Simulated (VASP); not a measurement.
Write the native input for VASP 6.6.1 that does the following.

```yaml
Task: single point
Functional: PBE
Potentials_or_basis: VASP PAW PBE potentials, release 64 (Zn)
Cutoff: 520 eV
k_mesh: 14 × 14 × 14
Occupations: fermi-dirac, width 0.1 eV
Spin: non-collinear spin, zero start, spin-orbit coupling
Starting_moments: "[[0.0, 0.0, 0.0]] μB"
Dipole_correction: no
Further_INCAR_settings: ALGO = Normal; EDIFF = 1e-06; NBANDS = 23
```

The structure of Zn lies in POSCAR:

```
Zn
1.0
   -1.5656849005      1.5656849005      1.5656849005
    1.5656849005     -1.5656849005      1.5656849005
    1.5656849005      1.5656849005     -1.5656849005
Zn
1
Direct
    0.0000000000      0.0000000000      0.0000000000
```

These files were run (other wordings do the same):

INCAR

```
PREC = Accurate ; ENCUT = 520
EDIFF = 1E-6 ; ISMEAR = -1
SIGMA = 0.1 ; LREAL = False
LASPH = True ; NELM = 150
ALGO = Normal ; ISIF = 2
LWAVE = False ; LCHARG = True
MAGMOM = 0 0 0 ; LORBIT = 11
LSORBIT = True ; GGA_COMPAT = False
LORBMOM = True ; GGA = PE
LVHAR = True ; NBANDS = 23
```

KPOINTS

```
regular mesh
0
Gamma
  14 14 14
```

Potentials or basis: VASP PAW PBE potentials, release 64 (Zn).

Run with:

```sh
$ cat potpaw_PBE.64/Zn/POTCAR > POTCAR
$ mpirun -np 1 vasp_ncl > vasp.out
```

It gave:

| Quantity | Value |
| --- | --- |
| Pressure | 0.3 GPa |
| Net moment | 0.00 μB per cell |
| Valence electrons inside the program's atomic spheres | Zn 10.74 |

It took 38 s on 1 thread of Intel Xeon 6975P-C, with other jobs on the host, peak memory 0.19 GiB.
